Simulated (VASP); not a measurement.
Crystal: LiH.

```xyz
4
Lattice="3.3476 0.0000 0.0000 -1.6738 2.8991 0.0000 0.0000 0.0000 4.0216" Properties=species:S:1:pos:R:3 pbc="T T T"
Li    0.0000    1.9327    1.0054
Li    1.6738    0.9664    3.0162
H     1.6738    0.9664    1.0054
H     0.0000    1.9327    3.0162
```

This cell differs from its parent crystal: epitaxial xy strain +2.9%.

Base run:

- Program: VASP 6.6.1
- Functional: HSE06
- Potentials or basis: VASP PAW PBE potentials, release 64 (Li_sv, H)
- Cutoff: 520 eV
- k mesh: 6 × 6 × 4
- Occupations: gaussian, width 0.01 eV
- Spin: no spin polarisation

Its results: band gap on the k mesh 2.52 eV (least direct gap 4.24 eV).

Question: The run is repeated on the same cell with these changes: functional from HSE06 to r2SCAN; k mesh from 6 × 6 × 4 to 12 × 12 × 6. What comes out?

Answer: Band gap on the k mesh 2.10 eV (least direct gap 3.82 eV).

Several settings changed at once.

A k mesh can miss the band edges.
